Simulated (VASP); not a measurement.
# TaO5 (F-43m) in VASP: notebook

TaO5 is run at these levels: PBE; tasks: relaxation of cell and atoms, single point.

Everything below comes from runs of VASP 6.6.1. Logs are shortened: lines on timing, memory, paths and dates and some standing lists are left out, and cuts for length are marked.

## Step 1: The cell of the first run

Symmetry: F-43m, No. 216, cubic system. Conventional cell: a = 6.341 Å, b = 6.341 Å, c = 6.341 Å, α = 90.00°, β = 90.00°, γ = 90.00°. Ta (site symmetry -43m) has 16 O at 2.63 to 2.75 Å within 3.5 Å. O (site symmetry 3m) has 9 O at 2.22 to 2.63 Å and 3 Ta at 2.63 Å within 2.9 Å. O (site symmetry -43m) has 12 O at 2.63 Å and 4 Ta at 2.75 Å within 3.5 Å.

## Step 2: Relaxation of cell and atoms, PBE

Contents of INCAR:

```
SYSTEM = TaO5
ALGO = Normal
EDIFF = 1E-7
EDIFFG = -0.04
ENCUT = 600
GGA = PE
IBRION = 2
ISIF = 3
ISMEAR = 0
LASPH = .TRUE.
LCHARG = .FALSE.
LREAL = .FALSE.
LWAVE = .FALSE.
NELM = 80
NSW = 90
PREC = Accurate
SIGMA = 0.1
```

Contents of KPOINTS:

```
k-points
0
G
  6 6 6
  0 0 0
```

Contents of POSCAR:

```
TaO5
1.0
    0.0000000000      3.1703514800      3.1703514800
    3.1703514800      0.0000000000      3.1703514800
    3.1703514800      3.1703514800      0.0000000000
Ta O
1 5
Direct
    0.5000000000      0.5000000000      0.5000000000
    0.3719714300      0.8760095200      0.8760095200
    0.8760095200      0.8760095200      0.8760095200
    0.2500000000      0.2500000000      0.2500000000
    0.8760095200      0.8760095200      0.3719714300
    0.8760095200      0.3719714300      0.8760095200
```

Potentials or basis: VASP PAW PBE potentials, release 64 (Ta_pv, O).

Launch:

```sh
$ cat potpaw_PBE.64/Ta_pv/POTCAR potpaw_PBE.64/O/POTCAR > POTCAR
$ mpirun -np 1 vasp_std > vasp.out
```

OUTCAR:

```text
SYSTEM = TaO5
   EDIFF = 1E-7
   EDIFFG = -0.04
   ENCUT = 600
   GGA = PE
   IBRION = 2
   ISIF = 3
   ISMEAR = 0
   LASPH = .TRUE.
   LREAL = .FALSE.
   NELM = 80
   NSW = 90
   PREC = Accurate

 ion  position               nearest neighbor table
   1  0.500  0.500  0.500-   2 2.63   5 2.63   6 2.63   3 2.63   3 2.63   3 2.63   2 2.63   2 2.63
                             5 2.63   6 2.63   5 2.63   6 2.63   4 2.75   4 2.75   4 2.75   4 2.75
   2  0.372  0.876  0.876-   1 2.63   1 2.63   1 2.63
   3  0.876  0.876  0.876-   1 2.63   1 2.63   1 2.63
   4  0.250  0.250  0.250-   1 2.75   1 2.75   1 2.75   1 2.75
   5  0.876  0.876  0.372-   1 2.63   1 2.63   1 2.63
   6  0.876  0.372  0.876-   1 2.63   1 2.63   1 2.63

  LATTYP: Found a face centered cubic cell.
 ALAT       =     6.3407029600

  Lattice vectors:

 A1 = (   0.0000000000,   3.1703514800,   3.1703514800)
 A2 = (   3.1703514800,   0.0000000000,   3.1703514800)
 A3 = (   3.1703514800,   3.1703514800,   0.0000000000)

Analysis of symmetry for initial positions (statically):
=====================================================================
 Subroutine PRICEL returns:
 Original cell was already a primitive cell.

 Routine SETGRP: Setting up the symmetry group for a
 face centered cubic supercell.

 Subroutine GETGRP returns: Found 24 space group operations
 (whereof 24 operations were pure point group operations)
 out of a pool of 48 trial point group operations.

The static configuration has the point symmetry T_d .

Analysis of symmetry for dynamics (positions and initial velocities):
=====================================================================
 Subroutine PRICEL returns:
 Original cell was already a primitive cell.

 Routine SETGRP: Setting up the symmetry group for a
 face centered cubic supercell.

 Subroutine GETGRP returns: Found 24 space group operations
 (whereof 24 operations were pure point group operations)
 out of a pool of 48 trial point group operations.

The dynamic configuration has the point symmetry T_d .

 Subroutine INISYM returns: Found 24 space group operations
 (whereof 24 operations are pure point group operations),
 and found     1 'primitive' translations

----------------------------------------------------------------------------------------

                                     Primitive cell

  volume of cell :      63.7312

  direct lattice vectors                    reciprocal lattice vectors
     0.000000000  3.170351480  3.170351480    -0.157711220  0.157711220  0.157711220
     3.170351480  0.000000000  3.170351480     0.157711220 -0.157711220  0.157711220
     3.170351480  3.170351480  0.000000000     0.157711220  0.157711220 -0.157711220

  length of vectors
     4.483554061  4.483554061  4.483554061     0.273163846  0.273163846  0.273163846

  position of ions in fractional coordinates (direct lattice)
     0.500000000  0.500000000  0.500000000
     0.371971430  0.876009520  0.876009520
     0.876009520  0.876009520  0.876009520
     0.250000000  0.250000000  0.250000000
     0.876009520  0.876009520  0.371971430
     0.876009520  0.371971430  0.876009520

  ion indices of the primitive-cell ions
   primitive index   ion index
                 1           1
                 2           2
                 3           3
                 4           4
                 5           5
                 6           6

----------------------------------------------------------------------------------------

 KPOINTS: k-points

Automatic generation of k-mesh.
 Grid dimensions read from file:
 generate k-points for:    6    6    6

 Generating k-lattice:

  Cartesian coordinates                     Fractional coordinates (reciprocal lattice)
    -0.026285203  0.026285203  0.026285203     0.166666667  0.000000000  0.000000000
     0.026285203 -0.026285203  0.026285203     0.000000000  0.166666667  0.000000000
     0.026285203  0.026285203 -0.026285203     0.000000000  0.000000000  0.166666667

  Length of vectors
     0.045527308  0.045527308  0.045527308

  Shift w.r.t. Gamma in fractional coordinates (k-lattice)
     0.000000000  0.000000000  0.000000000

 Subroutine IBZKPT returns following result:
 ===========================================

 Found     16 irreducible k-points:

 Following reciprocal coordinates:
            Coordinates               Weight
  0.000000  0.000000  0.000000      1.000000
  0.166667  0.000000  0.000000      8.000000
  0.333333  0.000000  0.000000      8.000000
  0.500000  0.000000  0.000000      4.000000
  0.166667  0.166667  0.000000      6.000000
  0.333333  0.166667  0.000000     24.000000
[... 8 lines left out ...]
 -0.333333  0.333333  0.166667     24.000000
 -0.333333  0.500000  0.166667     12.000000
   k-points           NKPTS =     16   k-points in BZ     NKDIM =     16   number of bands    NBANDS=     24
   number of dos      NEDOS =    301   number of ions     NIONS =      6
   total plane-waves  NPLWV =  46656
   dimension x,y,z NGX =    36 NGY =   36 NGZ =   36
   dimension x,y,z NGXF=    72 NGYF=   72 NGZF=   72
   ions per type =               1   5
   NGX,Y,Z   is equivalent  to a cutoff of  13.35, 13.35, 13.35 a.u.
   NGXF,Y,Z  is equivalent  to a cutoff of  26.70, 26.70, 26.70 a.u.
 SYSTEM =  TaO5
   PREC   = accura    normal or accurate (medium, high low for compatibility)
   ISTART =      0    job   : 0-new  1-cont  2-samecut
   ICHARG =      2    charge: 1-file 2-atom 10-const
   ISPIN  =      1    spin polarized calculation?
   LNONCOLLINEAR =      F non collinear calculations
   LSORBIT =      F    spin-orbit coupling
   LASPH  =      T    aspherical Exc in radial PAW
   ENCUT  =  600.0 eV  44.10 Ry    6.64 a.u.   8.95  8.95  8.95*2*pi/ulx,y,z
   NELM   =     80;   NELMIN=  2; NELMDL= -5     # of ELM steps
   EDIFF  = 0.1E-06   stopping-criterion for ELM
   LREAL  =      F    real-space projection
   EDIFFG = -.4E-01   stopping-criterion for IOM
   NSW    =     90    number of steps for IOM
   IBRION =      2    ionic relax: 0-MD 1-quasi-New 2-CG
   NFREE  =      1    steps in history (QN), initial steepest desc. (CG)
   ISIF   =      3    stress and relaxation
   ISYM   =      2    0-nonsym 1-usesym 2-fastsym
   POTIM  = 0.5000    time-step for ionic-motion
   TEBEG  =    0.0;   TEEND  =   0.0 temperature during run
   PSTRESS=    0.0 pullay stress
   NELECT =      41.0000    total number of electrons
   NUPDOWN=      -1.0000    fix difference up-down
   EMIN   =  10.00;   EMAX   =-10.00  energy-range for DOS
   EFERMI =   0.00;   METHOD = LEGACY
   ISMEAR =     0;   SIGMA  =   0.10  broadening in eV -4-tet -1-fermi 0-gaus
   EFERMI_NEDOS =   21; number of points for ismear=-14 and -15
   IALGO  =     38    algorithm
   IMIX   =      4    mixing-type and parameters
     AMIX     =   0.40;   BMIX     =  1.00
     AMIX_MAG =   1.60;   BMIX_MAG =  1.00
  volume/ion in A,a.u.               =      10.62        71.68
  Fermi-wavevector in a.u.,A,eV,Ry     =   1.413249  2.670653 27.174548  1.997273
  Thomas-Fermi vector in A             =   2.534914
   LORBIT       =      0    0 simple, 1 ext, 2 COOP (PROOUT), +10 PAW based schemes
   GGA     = PE    functional components
   LHFCALC =     F    Hartree Fock is set to
   AEXX    =    0.0000 exact exchange contribution
   IVDW    =     0    specifies the selected vdW correction
   LEPSILON=     F    determine dielectric tensor
   LRPA    =     F    only Hartree local field effects (RPA)
 conjugate gradient relaxation of ions
 non-spin polarized calculation
 Gauss-broadening in eV      SIGMA  =   0.10
  energy-cutoff  :      600.00
  volume of cell :       63.73
 maximum number of plane-waves:      2158
   NGX = 17   NGY = 17   NGZ = 17

--------------------------------------- Ionic step        1  -------------------------------------------

 number of electron      41.0000017 magnetization

 Free energy of the ion-electron system (eV)
  ---------------------------------------------------
  ext. energy  EPLUGINS =         0.00000000
  ---------------------------------------------------
  free energy    TOTEN  =       -32.59687216 eV

  energy without entropy =      -32.55900876  energy(sigma->0) =      -32.57794046

 E-fermi :   2.6527     XC(G=0): -11.6156

 val. band max:        2.6468160705   @ k =   0.1667   0.1667   0.0000
 cond. band min:       2.6713914632   @ k =  -0.3333   0.1667   0.0000
 fundamental gap:      0.0245753926
 Fermi energy:         2.6527214409

 k-point     1 :       0.0000    0.0000    0.0000
  band No.  band energies     occupation
      1     -33.9822      2.00000
      2     -33.9822      2.00000
      3     -33.9822      2.00000
      4     -17.0421      2.00000
      5     -13.5349      2.00000
      6     -13.5349      2.00000
[... 16 lines left out ...]
     23       3.7697      0.00000
     24       5.1799      0.00000
[... 545 lines left out ...]
 POSITION                                       TOTAL-FORCE (eV/Angst)
 -----------------------------------------------------------------------------------
      2.90281      2.90281      2.90281        -0.000000     -0.000000     -0.000000
      5.07326      3.63518      3.63518        -0.032977      0.032977      0.032977
      5.07326      5.07326      5.07326        -0.032977     -0.032977     -0.032977
      1.45141      1.45141      1.45141        -0.000000     -0.000000     -0.000000
      3.63518      3.63518      5.07326         0.032977      0.032977     -0.032977
      3.63518      5.07326      3.63518         0.032977     -0.032977      0.032977
 -----------------------------------------------------------------------------------
    total drift:                                0.000065      0.000065      0.000065

  FREE ENERGIE OF THE ION-ELECTRON SYSTEM (eV)
  ---------------------------------------------------
  free  energy   TOTEN  =       -34.7310661924 eV

  energy  without entropy=      -34.6995732626  energy(sigma->0) =      -34.71531973

--------------------------------------- Ionic step        5  -------------------------------------------

 number of electron      41.0000003 magnetization

 Free energy of the ion-electron system (eV)
  ---------------------------------------------------
  ext. energy  EPLUGINS =         0.00000000
  ---------------------------------------------------
  free energy    TOTEN  =       -34.73157952 eV

  energy without entropy =      -34.69979760  energy(sigma->0) =      -34.71568856

 E-fermi :   5.5169     XC(G=0): -13.0492

 val. band max:        5.4701360978   @ k =   0.3333   0.1667   0.0000
 cond. band min:       5.5242426949   @ k =   0.1667   0.1667   0.0000
 fundamental gap:      0.0541065972
 Fermi energy:         5.5168547201

 k-point     1 :       0.0000    0.0000    0.0000
  band No.  band energies     occupation
      1     -30.6168      2.00000
      2     -30.6168      2.00000
      3     -30.6168      2.00000
      4     -16.7143      2.00000
      5     -11.2325      2.00000
      6     -11.2325      2.00000
[... 16 lines left out ...]
     23       7.1879      0.00000
     24       9.3488      0.00000
[... 425 lines left out ...]
 POSITION                                       TOTAL-FORCE (eV/Angst)
 -----------------------------------------------------------------------------------
      2.90973      2.90973      2.90973        -0.000000     -0.000000     -0.000000
      5.08384      3.64535      3.64535         0.012932     -0.012932     -0.012932
      5.08384      5.08384      5.08384         0.012932      0.012932      0.012932
      1.45486      1.45486      1.45486        -0.000000     -0.000000     -0.000000
      3.64535      3.64535      5.08384        -0.012932     -0.012932      0.012932
      3.64535      5.08384      3.64535        -0.012932      0.012932     -0.012932
 -----------------------------------------------------------------------------------
    total drift:                                0.000065      0.000065      0.000065

  FREE ENERGIE OF THE ION-ELECTRON SYSTEM (eV)
  ---------------------------------------------------
  free  energy   TOTEN  =       -34.7315795199 eV

  energy  without entropy=      -34.6997975996  energy(sigma->0) =      -34.71568856

 reached required accuracy - stopping structural energy minimisation
```

Run time: 1.9 min. Hardware: 1 thread of Intel Xeon Platinum 8488C (Sapphire Rapids), shared host; peak memory 0.22 GiB.

Results:

```
Free energy                            : -34.7316 eV
Relaxed volume                         : 8.21 Å³/atom
Relaxed cell                           : a = 4.115 Å, b = 4.115 Å, c = 4.115 Å, α = 60.00°, β = 60.00°, γ = 60.00°
Space group after relaxing (to 0.05 Å) : F-43m (No. 216)
Energy gained by relaxing              : 355.8 meV/atom
Ionic steps                            : 5
Pressure after relaxing                : -0.7 GPa
Largest force after relaxing           : 0.022 eV/Å
```

Forces on the atoms (eV/Å):
```
Ta   0.000  0.000  0.000
O    0.013 -0.013 -0.013
O    0.013  0.013  0.013
O    0.000  0.000  0.000
O   -0.013 -0.013  0.013
O   -0.013  0.013 -0.013
```

Step by step:
```csv
step,energy change (eV),largest force (eV/Å),pressure (GPa),volume (Å³)
1,0.0000,0.7001,-35.84,63.73
2,-1.6647,0.5669,33.28,44.23
3,-2.1346,0.0834,-0.35,49.19
4,-2.1342,0.0571,1.02,48.92
5,-2.1347,0.0224,-0.70,49.27
```

Final structure:
```yaml
crystal:
  lattice:
    - [0.00000, 2.90973, 2.90973]
    - [2.90973, 0.00000, 2.90973]
    - [2.90973, 2.90973, 0.00000]
  atoms:
    - { symbol: Ta, position: [0.50000, 0.50000, 0.50000] }
    - { symbol: O, position: [0.37922, 0.87359, 0.87359] }
    - { symbol: O, position: [0.87359, 0.87359, 0.87359] }
    - { symbol: O, position: [0.25000, 0.25000, 0.25000] }
    - { symbol: O, position: [0.87359, 0.87359, 0.37922] }
    - { symbol: O, position: [0.87359, 0.37922, 0.87359] }
```

Levels at points of the mesh, in eV from the Fermi level:
```tsv
k point	band 16	band 17	band 18	band 19	band 20	band 21	band 22	band 23	band 24
(0.00, 0.00, 0.00)	-1.38	-1.38	0.32	0.32	0.32	1.67	1.67	1.67	3.83
(0.50, 0.00, 0.00)	-2.88	-2.40	-1.07	-0.25	-0.25	0.36	1.07	1.07	2.06
(0.50, 0.50, 0.00)	-3.05	-2.92	-2.61	-0.85	-0.85	-0.83	1.09	1.09	2.73
```

Caveat: the volume moved by over 15 % at a fixed basis, so the end points are rough; spin-orbit coupling is left out, which moves the levels of the heavy elements; an odd number of electrons without spin polarisation forces a metal; a magnetic or distorted state may lie lower.

## Step 3: Single point, PBE

This run uses another cell than the first one, of 8.19 Å³/atom, 0.771 times its volume.

Contents of INCAR:

```
ALGO     = Normal         # electronic algorithm
EDIFF    = 1E-7           # SCF threshold, eV
ENCUT    = 520            # plane-wave cutoff, eV
GGA      = PE             # functional
ISIF     = 2              # what is computed and relaxed
ISMEAR   = 0              # smearing method
LASPH    = T              # aspherical terms in the spheres
LCHARG   = F              # write CHGCAR
LREAL    = F              # projectors in reciprocal space
LWAVE    = F              # write WAVECAR
NBANDS   = 30             # bands
NELM     = 60             # most SCF steps
PREC     = Accurate       # precision mode
SIGMA    = 0.1            # smearing width, eV
```

Contents of KPOINTS:

```
k-points
0
Gamma
  12 12 12
```

Contents of POSCAR:

```
TaO5
1.0
    0.0000000000      2.9070661127      2.9070661127
    2.9070661127      0.0000000000      2.9070661127
    2.9070661127      2.9070661127      0.0000000000
Ta O
1 5
Direct
    0.5000000000      0.5000000000      0.5000000000
    0.1264964400      0.1264964400      0.6205106799
    0.1264964400      0.6205106799      0.1264964400
    0.7500000000      0.7500000000      0.7500000000
    0.1264964400      0.1264964400      0.1264964400
    0.6205106799      0.1264964400      0.1264964400
```

Potentials or basis: VASP PAW PBE potentials, release 64 (Ta_pv, O).

Launch:

```sh
$ cat potpaw_PBE.64/Ta_pv/POTCAR potpaw_PBE.64/O/POTCAR > POTCAR
$ mpirun -np 1 vasp_std > vasp.out
```

OUTCAR:

```text
EDIFF = 1E-7
   ENCUT = 520
   GGA = PE
   ISIF = 2
   ISMEAR = 0
   LASPH = T
   LREAL = F
   NELM = 60
   PREC = Accurate

 ion  position               nearest neighbor table
   1  0.500  0.500  0.500-   2 2.41   3 2.41   2 2.41   6 2.41   3 2.41   6 2.41   5 2.41   5 2.41
                             5 2.41   2 2.41   3 2.41   6 2.41   4 2.52   4 2.52   4 2.52   4 2.52
   2  0.126  0.126  0.621-   1 2.41   1 2.41   1 2.41
   3  0.126  0.621  0.126-   1 2.41   1 2.41   1 2.41
   4  0.750  0.750  0.750-   1 2.52   1 2.52   1 2.52   1 2.52
   5  0.126  0.126  0.126-   1 2.41   1 2.41   1 2.41
[... 1000 lines left out ...]
  Total        0.0209660      0.0209660      0.0209660      0.0000000      0.0000000     -0.0000000
  in kB        0.6836471      0.6836471      0.6836471      0.0000000      0.0000000     -0.0000000
  external PRESSURE =       0.6836471 kB  Pullay stress =       0.0000000 kB

 VOLUME and BASIS-vectors are now :
 -----------------------------------------------------------------------------
  energy-cutoff  :      520.00
  volume of cell :       49.14
      direct lattice vectors                 reciprocal lattice vectors
     0.000000000  2.907066113  2.907066113    -0.171994712  0.171994712  0.171994712
     2.907066113  0.000000000  2.907066113     0.171994712 -0.171994712  0.171994712
     2.907066113  2.907066113  0.000000000     0.171994712  0.171994712 -0.171994712

 POSITION                                       TOTAL-FORCE (eV/Angst)
 -----------------------------------------------------------------------------------
      2.90707      2.90707      2.90707         0.000000      0.000000      0.000000
      2.17160      2.17160      0.73547         0.010130      0.010130     -0.010130
      2.17160      0.73547      2.17160         0.010130     -0.010130      0.010130
      4.36060      4.36060      4.36060         0.000000      0.000000      0.000000
      0.73547      0.73547      0.73547        -0.010130     -0.010130     -0.010130
      0.73547      2.17160      2.17160        -0.010130      0.010130      0.010130
 -----------------------------------------------------------------------------------
    total drift:                                0.000001      0.000001      0.000001

  FREE ENERGIE OF THE ION-ELECTRON SYSTEM (eV)
  ---------------------------------------------------
  free  energy   TOTEN  =       -34.6954141292 eV

  energy  without entropy=      -34.6752479340  energy(sigma->0) =      -34.68533103
```

stdout:

```text
POSCAR found type information on POSCAR TaO
 POSCAR found :  2 types and       6 ions
 scaLAPACK will be used
 LDA part: xc-table for (Slater+PW92), standard interpolation
 POSCAR, INCAR and KPOINTS ok, starting setup
 FFT: planning ... GRIDC
 FFT: planning ... GRID_SOFT
 FFT: planning ... GRID
 WAVECAR not read
 entering main loop
```

Wall time 75 s (1 thread of Intel Xeon Platinum 8488C (Sapphire Rapids), shared host); peak memory 0.23 GiB.

Results:

```yaml
Free_energy: -34.6954 eV
Pressure: 0.1 GPa
Largest_force: 0.018 eV/Å
```

Forces in eV/Å, atoms in the order of the input:
```
Ta   0.000  0.000  0.000
O    0.010  0.010 -0.010
O    0.010 -0.010  0.010
O    0.000  0.000  0.000
O   -0.010 -0.010 -0.010
O   -0.010  0.010  0.010
```

Levels at points of the mesh, in eV from the Fermi level:
```
           k point  band 18  band 19  band 20  band 21  band 22  band 23  band 24  band 25
(0.00, 0.00, 0.00)     0.31     0.31     0.31     1.67     1.67     1.67     3.86     3.86
(0.50, 0.00, 0.00)    -1.04    -0.24    -0.24     0.35     1.07     1.07     2.07     3.55
(0.50, 0.50, 0.00)    -2.64    -0.84    -0.84    -0.81     1.08     1.08     2.75     2.98
```

Caveat: spin-orbit coupling is left out, which moves the levels of the heavy elements; an odd number of electrons without spin polarisation forces a metal; a magnetic or distorted state may lie lower.
